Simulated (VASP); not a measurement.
# CaO: single point with b88 exchange, pbe correlation

CaO:

```
Ca O
1.0
     0.00000    2.35449    2.35449
     2.35449    0.00000    2.35449
     2.35449    2.35449    0.00000
Ca O
1 1
Direct
  0.00000 0.00000 0.00000
  0.50000 0.50000 0.50000
```

```json
{
  "Program": "VASP 6.6.1",
  "Task": "single point",
  "Functional": "b88 exchange, pbe correlation",
  "Potentials or basis": "VASP PAW PBE potentials, release 64 (Ca_sv, O)",
  "Cutoff": "600 eV",
  "k mesh": "10 × 10 × 10",
  "Occupations": "fermi-dirac, width 0.05 eV",
  "Spin": "no spin polarisation",
  "Dipole correction": "no",
  "Further INCAR settings": "ALGO = Normal; EDIFF = 1e-06; NBANDS = 15"
}
```

```
Pressure               : 10.0 GPa
Band gap on the k mesh : 3.64 eV (least direct gap 3.99 eV)
```

Levels at points of the mesh, in eV from the valence-band top:
```
           k point  band 5  band 6  band 7  band 8  band 9  band 10  band 11  band 12
(0.00, 0.00, 0.00)  -15.65    0.00    0.00    0.00    5.26     6.39     6.39     6.39
(0.50, 0.00, 0.00)  -14.18   -2.78   -1.33   -1.33    7.36     8.70     8.70     9.02
(0.50, 0.50, 0.00)  -15.42   -1.26   -0.36   -0.36    3.64     8.51     9.24     9.96
```

It took 29 s on 1 thread of Intel(R) Xeon(R) Platinum 8488C (Sapphire Rapids), with other jobs on the host, peak memory 0.17 GiB.

Caveat: the cell stands under pressure; the PAW data sets were made with another functional, which shifts forces and pressure a little. A k mesh can miss the band edges.
